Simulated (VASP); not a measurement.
# CaSe (I-4m2) in VASP: further runs

Runs on CaSe. Level: PBE. Tasks: single point.

Program: VASP 6.6.1. These are calculated values, not measurements. Logs are shortened: lines on timing, memory, paths and dates and some standing lists are left out, and cuts for length are marked.

## (1) The cell of the first run

The structure is tetragonal, space group I-4m2 (No. 119). The conventional cell has a = 4.294 Å, b = 4.294 Å, c = 6.864 Å, α = 90.00°, β = 90.00°, γ = 90.00°. Within 3.6 Å of Ca (site symmetry -4m2) lie 4 Se at 2.75 Å. Within 3.6 Å of Se (site symmetry -4m2) lie 4 Ca at 2.75 Å.

## (2) Single point, PBE (strain -0.080 along x and y, +0.040 along z)

The input, INCAR:

```
ALGO = Normal
EDIFF = 1E-6
ENCUT = 520
GGA = PE
ISIF = 2
ISMEAR = 0
LASPH = True
LCHARG = False
LREAL = False
LWAVE = False
NBANDS = 15
NELM = 100
PREC = Accurate
SIGMA = 0.05
```

The input, KPOINTS:

```
k-points
0
Gamma
  6 6 6
```

The input, POSCAR:

```
CaSe
1.0
    0.0000000000      3.0360000000      3.4320000000
    3.0360000000      0.0000000000      3.4320000000
    3.0360000000      3.0360000000      0.0000000000
Ca Se
1 1
Direct
    0.0000000000      0.0000000000      0.0000000000
    0.7500000000      0.7500000000      0.7500000000
```

Potentials or basis: VASP PAW PBE potentials, release 64 (Ca_sv, Se).

Launch:

```sh
$ cat potpaw_PBE.64/Ca_sv/POTCAR potpaw_PBE.64/Se/POTCAR > POTCAR
$ mpirun -np 1 vasp_std > vasp.out
```

OUTCAR:

```text
EDIFF = 1E-6
   ENCUT = 520
   GGA = PE
   ISIF = 2
   ISMEAR = 0
   LASPH = True
   LREAL = False
   NELM = 100
   PREC = Accurate

 ion  position               nearest neighbor table
   1  0.000  0.000  0.000-   2 2.75   2 2.75   2 2.75   2 2.75
   2  0.750  0.750  0.750-   1 2.75   1 2.75   1 2.75   1 2.75

  LATTYP: Found a body centered tetragonal cell.
 ALAT       =     4.2935523754
 C/A-ratio  =     1.5986762009

  Lattice vectors:

 A1 = (  -3.0360000000,   0.0000000000,   3.4320000000)
 A2 = (   3.0360000000,   0.0000000000,   3.4320000000)
 A3 = (   0.0000000000,   3.0360000000,  -3.4320000000)

Analysis of symmetry for initial positions (statically):
=====================================================================
 Subroutine PRICEL returns:
 Original cell was already a primitive cell.

 Routine SETGRP: Setting up the symmetry group for a
 body centered tetragonal supercell.

 Subroutine GETGRP returns: Found  8 space group operations
 (whereof  8 operations were pure point group operations)
 out of a pool of 16 trial point group operations.

The static configuration has the point symmetry D_2d.

Analysis of symmetry for dynamics (positions and initial velocities):
=====================================================================
 Subroutine PRICEL returns:
 Original cell was already a primitive cell.

 Routine SETGRP: Setting up the symmetry group for a
 body centered tetragonal supercell.

 Subroutine GETGRP returns: Found  8 space group operations
 (whereof  8 operations were pure point group operations)
 out of a pool of 16 trial point group operations.

The dynamic configuration has the point symmetry D_2d.

 Subroutine INISYM returns: Found  8 space group operations
 (whereof  8 operations are pure point group operations),
 and found     1 'primitive' translations

----------------------------------------------------------------------------------------

                                     Primitive cell

  volume of cell :      63.2675

  direct lattice vectors                    reciprocal lattice vectors
     0.000000000  3.036000000  3.432000000    -0.164690382  0.164690382  0.145687646
     3.036000000  0.000000000  3.432000000     0.164690382 -0.164690382  0.145687646
     3.036000000  3.036000000  0.000000000     0.164690382  0.164690382 -0.145687646

  length of vectors
     4.582130509  4.582130509  4.293552375     0.274719373  0.274719373  0.274719373

  position of ions in fractional coordinates (direct lattice)
     0.000000000  0.000000000  0.000000000
     0.750000000  0.750000000  0.750000000

  ion indices of the primitive-cell ions
   primitive index   ion index
                 1           1
                 2           2

----------------------------------------------------------------------------------------

 KPOINTS: k-points

Automatic generation of k-mesh.
 Grid dimensions read from file:
 generate k-points for:    6    6    6

 Generating k-lattice:

  Cartesian coordinates                     Fractional coordinates (reciprocal lattice)
    -0.027448397  0.027448397  0.024281274     0.166666667  0.000000000  0.000000000
     0.027448397 -0.027448397  0.024281274     0.000000000  0.166666667  0.000000000
     0.027448397  0.027448397 -0.024281274    -0.000000000 -0.000000000  0.166666667

  Length of vectors
     0.045786562  0.045786562  0.045786562

  Shift w.r.t. Gamma in fractional coordinates (k-lattice)
     0.000000000  0.000000000  0.000000000

 Subroutine IBZKPT returns following result:
 ===========================================

 Found     30 irreducible k-points:

 Following reciprocal coordinates:
            Coordinates               Weight
  0.000000  0.000000  0.000000      1.000000
  0.166667  0.000000  0.000000      8.000000
  0.333333  0.000000  0.000000      8.000000
  0.500000  0.000000  0.000000      4.000000
  0.166667  0.166667  0.000000      2.000000
  0.333333  0.166667  0.000000      8.000000
[... 16 lines left out ...]
  0.333333  0.000000  0.333333      4.000000
  0.500000  0.000000  0.333333     16.000000
 [... further k-points ...]
   k-points           NKPTS =     30   k-points in BZ     NKDIM =     30   number of bands    NBANDS=     15
   number of dos      NEDOS =    301   number of ions     NIONS =      2
   total plane-waves  NPLWV =  41472
   dimension x,y,z NGX =    36 NGY =   36 NGZ =   32
   dimension x,y,z NGXF=    72 NGYF=   72 NGZF=   64
   ions per type =               1   1
   NGX,Y,Z   is equivalent  to a cutoff of  13.06, 13.06, 12.39 a.u.
   NGXF,Y,Z  is equivalent  to a cutoff of  26.12, 26.12, 24.78 a.u.
 SYSTEM =  unknown system
   PREC   = accura    normal or accurate (medium, high low for compatibility)
   ISTART =      0    job   : 0-new  1-cont  2-samecut
   ICHARG =      2    charge: 1-file 2-atom 10-const
   ISPIN  =      1    spin polarized calculation?
   LNONCOLLINEAR =      F non collinear calculations
   LSORBIT =      F    spin-orbit coupling
   LASPH  =      T    aspherical Exc in radial PAW
   ENCUT  =  520.0 eV  38.22 Ry    6.18 a.u.   8.52  8.52  7.98*2*pi/ulx,y,z
   NELM   =    100;   NELMIN=  2; NELMDL= -5     # of ELM steps
   EDIFF  = 0.1E-05   stopping-criterion for ELM
   LREAL  =      F    real-space projection
   EDIFFG = 0.1E-04   stopping-criterion for IOM
   NSW    =      0    number of steps for IOM
   IBRION =     -1    ionic relax: 0-MD 1-quasi-New 2-CG
   NFREE  =      0    steps in history (QN), initial steepest desc. (CG)
   ISIF   =      2    stress and relaxation
   ISYM   =      2    0-nonsym 1-usesym 2-fastsym
   POTIM  = 0.5000    time-step for ionic-motion
   TEBEG  =    0.0;   TEEND  =   0.0 temperature during run
   PSTRESS=    0.0 pullay stress
   NELECT =      16.0000    total number of electrons
   NUPDOWN=      -1.0000    fix difference up-down
   EMIN   =  10.00;   EMAX   =-10.00  energy-range for DOS
   EFERMI =   0.00;   METHOD = LEGACY
   ISMEAR =     0;   SIGMA  =   0.05  broadening in eV -4-tet -1-fermi 0-gaus
   EFERMI_NEDOS =   21; number of points for ismear=-14 and -15
   IALGO  =     38    algorithm
   IMIX   =      4    mixing-type and parameters
     AMIX     =   0.40;   BMIX     =  1.00
     AMIX_MAG =   1.60;   BMIX_MAG =  1.00
  volume/ion in A,a.u.               =      31.63       213.48
  Fermi-wavevector in a.u.,A,eV,Ry     =   1.035272  1.956381 14.582568  1.071789
  Thomas-Fermi vector in A             =   2.169607
   LORBIT       =      0    0 simple, 1 ext, 2 COOP (PROOUT), +10 PAW based schemes
   GGA     = PE    functional components
   LHFCALC =     F    Hartree Fock is set to
   AEXX    =    0.0000 exact exchange contribution
   IVDW    =     0    specifies the selected vdW correction
   LEPSILON=     F    determine dielectric tensor
   LRPA    =     F    only Hartree local field effects (RPA)
 non-spin polarized calculation
 Gauss-broadening in eV      SIGMA  =   0.05
  energy-cutoff  :      520.00
  volume of cell :       63.27
 maximum number of plane-waves:      1722
 NGX is ok and might be reduce to    36
   NGX = 17   NGY = 17   NGZ = 15

 number of electron      16.0000000 magnetization

 Free energy of the ion-electron system (eV)
  ---------------------------------------------------
  ext. energy  EPLUGINS =         0.00000000
  ---------------------------------------------------
  free energy    TOTEN  =        -8.84291000 eV

  energy without entropy =       -8.84291000  energy(sigma->0) =       -8.84291000

 E-fermi :   0.6839     XC(G=0):  -8.0497

 val. band max:        0.4343015945   @ k =  -0.3333   0.3333   0.0000
 cond. band min:       3.6058772989   @ k =   0.5000   0.5000   0.0000
 fundamental gap:      3.1715757044
 Fermi energy:         0.6838835933

 k-point     1 :       0.0000    0.0000    0.0000
  band No.  band energies     occupation
      1     -38.4895      2.00000
      2     -19.5410      2.00000
      3     -19.5410      2.00000
      4     -19.5151      2.00000
      5     -10.2953      2.00000
      6      -0.0695      2.00000
      7       0.1312      2.00000
      8       0.1312      2.00000
      9       3.6609      0.00000
     10       5.4253      0.00000
     11       6.1207      0.00000
     12       7.5461      0.00000
     13       8.2587      0.00000
     14       8.2587      0.00000
     15       9.5246      0.00000

 k-point     2 :       0.1667    0.0000    0.0000
  band No.  band energies     occupation
      1     -38.4886      2.00000
      2     -19.5581      2.00000
      3     -19.5423      2.00000
      4     -19.5208      2.00000
      5     -10.2065      2.00000
      6      -0.4006      2.00000
      7       0.0025      2.00000
      8       0.1953      2.00000
      9       4.4417      0.00000
     10       5.4242      0.00000
     11       5.9051      0.00000
     12       7.3914      0.00000
     13       8.0120      0.00000
     14       8.1805      0.00000
     15       9.1336      0.00000

 k-point     3 :       0.3333    0.0000    0.0000
  band No.  band energies     occupation
      1     -38.4869      2.00000
      2     -19.5948      2.00000
      3     -19.5448      2.00000
      4     -19.5289      2.00000
      5     -10.0270      2.00000
      6      -0.9765      2.00000
      7      -0.0362      2.00000
      8       0.3186      2.00000
      9       5.2228      0.00000
     10       5.7932      0.00000
     11       5.8013      0.00000
     12       6.6073      0.00000
     13       7.5129      0.00000
     14       7.6588      0.00000
     15       8.8327      0.00000
[... 343 lines left out ...]
 k-point    23 :       0.3333    0.0000    0.3333
  band No.  band energies     occupation
      1     -38.4855      2.00000
      2     -19.6024      2.00000
      3     -19.5674      2.00000
      4     -19.5267      2.00000
      5      -9.9280      2.00000
      6      -1.0124      2.00000
      7      -0.0593      2.00000
      8       0.1254      2.00000
      9       4.2287      0.00000
     10       5.7766      0.00000
     11       6.6643      0.00000
     12       6.7508      0.00000
     13       7.3235      0.00000
     14       7.7047      0.00000
     15       9.7696      0.00000

 k-point    24 :       0.5000    0.0000    0.3333
  band No.  band energies     occupation
      1     -38.4847      2.00000
      2     -19.6143      2.00000
      3     -19.5731      2.00000
      4     -19.5321      2.00000
      5      -9.8398      2.00000
      6      -1.0188      2.00000
      7      -0.1493      2.00000
      8       0.0660      2.00000
      9       4.0597      0.00000
     10       5.4137      0.00000
     11       6.2793      0.00000
     12       6.9087      0.00000
     13       7.2204      0.00000
     14       8.5991      0.00000
     15       9.9225      0.00000

 [... further k-points ...]

------------------------ aborting loop because EDIFF is reached ----------------------------------------

  FORCE on cell =-STRESS in cart. coord.  units (eV):
  Direction    XX          YY          ZZ          XY          YZ          ZX
  --------------------------------------------------------------------------------------
  -------------------------------------------------------------------------------------
  Total        1.9527762      1.9527762      1.8028580      0.0000000      0.0000000      0.0000000
  in kB       49.4518151     49.4518151     45.6553103      0.0000000      0.0000000      0.0000000
  external PRESSURE =      48.1863135 kB  Pullay stress =       0.0000000 kB

 VOLUME and BASIS-vectors are now :
 -----------------------------------------------------------------------------
  energy-cutoff  :      520.00
  volume of cell :       63.27
      direct lattice vectors                 reciprocal lattice vectors
     0.000000000  3.036000000  3.432000000    -0.164690382  0.164690382  0.145687646
     3.036000000  0.000000000  3.432000000     0.164690382 -0.164690382  0.145687646
     3.036000000  3.036000000  0.000000000     0.164690382  0.164690382 -0.145687646

 POSITION                                       TOTAL-FORCE (eV/Angst)
 -----------------------------------------------------------------------------------
      0.00000      0.00000      0.00000        -0.000000     -0.000000      0.000000
      4.55400      4.55400      5.14800         0.000000      0.000000     -0.000000
 -----------------------------------------------------------------------------------
    total drift:                                0.000001      0.000001     -0.000000

  FREE ENERGIE OF THE ION-ELECTRON SYSTEM (eV)
  ---------------------------------------------------
  free  energy   TOTEN  =        -8.8429099981 eV

  energy  without entropy=       -8.8429099981  energy(sigma->0) =       -8.84291000
```

Run time: 46 s. Hardware: 1 thread of Intel Xeon 8259CL, shared host; peak memory 0.2 GiB.

Results:

| Quantity | Value |
| --- | --- |
| Free energy | -8.8429 eV |
| Pressure | 4.8 GPa |
| Band gap on the k mesh | 3.17 eV |

Caveat: the cell differs from its parent crystal (strain -0.080 along x and y, +0.040 along z); the cell stands under pressure. A k mesh can miss the band edges.

## (3) Single point, PBE (strain -0.080 along x and y, +0.080 along z)

The input, INCAR:

```
ALGO = Normal
EDIFF = 1E-7
ENCUT = 520
GGA = PE
ISIF = 2
ISMEAR = 0
LASPH = True
LCHARG = True
LELF = True
LREAL = False
LVHAR = True
LWAVE = False
NBANDS = 15
NELM = 100
PREC = Accurate
SIGMA = 0.05
```

KPOINTS is that of step 2.

The input, POSCAR:

```
CaSe
1.0
    0.0000000000      3.0360000000      3.5640000000
    3.0360000000      0.0000000000      3.5640000000
    3.0360000000      3.0360000000      0.0000000000
Ca Se
1 1
Direct
    0.0000000000      0.0000000000      0.0000000000
    0.7500000000      0.7500000000      0.7500000000
```

Potentials or basis: VASP PAW PBE potentials, release 64 (Ca_sv, Se).

Launch:

```sh
$ cat potpaw_PBE.64/Ca_sv/POTCAR potpaw_PBE.64/Se/POTCAR > POTCAR
$ mpirun -np 1 vasp_std > vasp.out
```

OUTCAR:

```text
EDIFF = 1E-7
   ENCUT = 520
   GGA = PE
   ISIF = 2
   ISMEAR = 0
   LASPH = True
   LREAL = False
   NELM = 100
   PREC = Accurate

 ion  position               nearest neighbor table
   1  0.000  0.000  0.000-   2 2.79   2 2.79   2 2.79   2 2.79
   2  0.750  0.750  0.750-   1 2.79   1 2.79   1 2.79   1 2.79

  LATTYP: Found a body centered tetragonal cell.
 ALAT       =     4.2935523754
 C/A-ratio  =     1.6601637471

  Lattice vectors:

 A1 = (  -3.0360000000,   0.0000000000,   3.5640000000)
[... 617 lines left out ...]

------------------------ aborting loop because EDIFF is reached ----------------------------------------

  FORCE on cell =-STRESS in cart. coord.  units (eV):
  Direction    XX          YY          ZZ          XY          YZ          ZX
  --------------------------------------------------------------------------------------
  -------------------------------------------------------------------------------------
  Total        1.3150886      1.3150886      0.7630377      0.0000000      0.0000000      0.0000000
  in kB       32.0696607     32.0696607     18.6073852      0.0000000      0.0000000      0.0000000
  external PRESSURE =      27.5822356 kB  Pullay stress =       0.0000000 kB

 VOLUME and BASIS-vectors are now :
 -----------------------------------------------------------------------------
  energy-cutoff  :      520.00
  volume of cell :       65.70
      direct lattice vectors                 reciprocal lattice vectors
     0.000000000  3.036000000  3.564000000    -0.164690382  0.164690382  0.140291807
     3.036000000  0.000000000  3.564000000     0.164690382 -0.164690382  0.140291807
     3.036000000  3.036000000  0.000000000     0.164690382  0.164690382 -0.140291807

 POSITION                                       TOTAL-FORCE (eV/Angst)
 -----------------------------------------------------------------------------------
      0.00000      0.00000      0.00000         0.000000      0.000000      0.000000
      4.55400      4.55400      5.34600        -0.000000     -0.000000     -0.000000
 -----------------------------------------------------------------------------------
    total drift:                               -0.000001     -0.000001      0.000000

  FREE ENERGIE OF THE ION-ELECTRON SYSTEM (eV)
  ---------------------------------------------------
  free  energy   TOTEN  =        -8.8919302933 eV

  energy  without entropy=       -8.8919302933  energy(sigma->0) =       -8.89193029
```

Run time: 54 s. Hardware: 1 thread of Intel Xeon 8259CL, shared host; peak memory 0.21 GiB.

What came out:

```yaml
Free_energy: -8.8919 eV
Pressure: 2.8 GPa
Band_gap_on_the_k_mesh: 2.98 eV (least direct gap 3.09 eV)
```

Stress tensor (GPa, compression positive):
```
3.21 0.00 0.00
0.00 3.21 0.00
0.00 0.00 1.86
```

Caveat: the cell differs from its parent crystal (strain -0.080 along x and y, +0.080 along z).
